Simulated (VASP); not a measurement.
Runs of VASP 6.6.1 on MoS2. The structure is that of space group P6_3/mmc (No. 194), or close to it. The cells are those of the table. 

| cell | gap on the mesh (eV) | pressure (GPa) | largest force (eV/Å) |
| --- | --- | --- | --- |
| a = 3.221, b = 3.221, c = 12.526 Å, angles 90.0, 90.0, 120.0°, 6 atoms | 1.02 | -4.8 | 0.79 |
| a = 3.195, b = 3.195, c = 12.426 Å, angles 90.0, 90.0, 120.0°, 6 atoms | 1.01 | (a) | 0.45 |
| a = 3.115, b = 3.115, c = 12.115 Å, angles 90.0, 90.0, 120.0°, 6 atoms | 0.96 | 10.5 | 0.79 |
| a = 3.060, b = 3.060, c = 11.899 Å, angles 90.0, 90.0, 120.0°, 6 atoms | (b) | 21.9 | 1.85 |
| a = 3.246, b = 3.246, c = 12.625 Å, angles 90.0, 90.0, 120.0°, 6 atoms | 1.03 | -7.5 | 1.10 |

Alike in all rows: task single point; level PBE; potentials or basis VASP PAW PBE potentials, release 64 (Mo_sv, S); no spin polarisation; k mesh 8 × 8 × 2; cutoff (eV) 520; smearing fermi-dirac 0.1 eV.

Estimate the missing entries.

(a) -1.7; (b) 0.90.

Caveats: this functional lacks dispersion, which binds the layers, so the pressure and a relaxed spacing across them are unreliable; forces of over 1 eV/Å act on the atoms, so gaps and moduli don't describe the material at rest (some runs).

A k mesh can miss the band edges, and the runs leave out spin-orbit coupling on Mo.
